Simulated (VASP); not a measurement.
Runs of VASP 6.6.1 on HfO2. The structure is that of space group Fm-3m (No. 225), or close to it. The cells are those of the table. 

```csv
task,cell,smearing,gap on the mesh (eV),pressure (GPa)
single point,"a = 3.448 Å, angles 60.0°, 3 atoms",gaussian 0.01 eV,3.90,21.3
single point,"a = 3.536 Å, angles 60.0°, 3 atoms",gaussian 0.01 eV,3.70,-3.2
single point,"a = 3.528 Å, angles 60.0°, 3 atoms",gaussian 0.01 eV,(a),-1.3
single point,"a = 3.536 Å, angles 60.0°, 3 atoms",gaussian 0.02 eV,3.70,-3.2
```

Alike in all rows: level LDA; potentials or basis VASP PAW LDA potentials, release 64 (Hf_pv, O); no spin polarisation; k mesh 8 × 8 × 8; cutoff (eV) 520.

Question: Fill in the values left out.

Answer: (a) 3.72.

Caveats: spin-orbit coupling is left out, which moves the levels of the heavy elements.

A k mesh can miss the band edges, and the runs leave out spin-orbit coupling on Hf.
